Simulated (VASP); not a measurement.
The system is Li5Zn3.

```
Li Zn
1.0
     0.00000    4.24000    4.24000
     4.24000    0.00000    4.24000
     4.24000    4.24000    0.00000
Li Zn
5 3
Direct
  0.00000 0.00000 0.00000
  0.00000 0.00000 0.50000
  0.00000 0.50000 0.00000
  0.50000 0.00000 0.00000
  0.50000 0.50000 0.50000
  0.00000 0.50000 0.50000
  0.50000 0.00000 0.50000
  0.50000 0.50000 0.00000
```

* Program: VASP 6.6.1
* Task: relaxation of cell and atoms
* Functional: LDA
* Potentials or basis: VASP PAW LDA potentials, release 64 (Li_sv, Zn)
* Cutoff: 750 eV
* k mesh: 9 × 9 × 9
* Occupations: methfessel-paxton, width 0.1 eV
* Spin: no spin polarisation

At the start: pressure -6.3 GPa; volume 19.06 Å³/atom.

How do energy, volume and symmetry change on relaxing?

Over 8 steps the energy falls by 135.4 meV/atom and the volume is 13.84 Å³/atom (-27.4 %); space group R-3m (No. 166, to 0.1 Å) before and after.

Step by step:
```
step  energy change (eV)  largest force (eV/Å)  pressure (GPa)  volume (Å³)
   1              0.0000                0.0000           -6.29       152.45
   2             -0.5791                0.0000           -5.18       136.52
   3             -1.0251                0.0000           -2.10       118.12
   4             -0.0193                0.0000           17.18        86.42
   5             -1.0694                0.0000           -0.69       113.15
   6             -1.0740                0.0000            0.02       111.02
   7             -1.0812                0.0000            0.05       110.86
   8             -1.0835                0.0000            0.11       110.69
```

Final structure:
```cif
data_structure
_symmetry_space_group_name_H-M 'P 1'
_symmetry_Int_Tables_number 1
_cell_length_a 5.4316
_cell_length_b 5.4316
_cell_length_c 5.4316
_cell_angle_alpha 58.989
_cell_angle_beta 58.989
_cell_angle_gamma 58.989
_cell_volume 110.69
loop_
_atom_site_label
_atom_site_type_symbol
_atom_site_fract_x
_atom_site_fract_y
_atom_site_fract_z
_atom_site_occupancy
Li1 Li 0.00000 0.00000 0.00000 1
Li2 Li 0.00000 0.00000 0.50000 1
Li3 Li 0.00000 0.50000 0.00000 1
Li4 Li 0.50000 0.00000 0.00000 1
Li5 Li 0.50000 0.50000 0.50000 1
Zn1 Zn 0.00000 0.50000 0.50000 1
Zn2 Zn 0.50000 0.00000 0.50000 1
Zn3 Zn 0.50000 0.50000 0.00000 1
```

Caveat: the volume moved by over 15 % at a fixed basis, so the end points are rough.
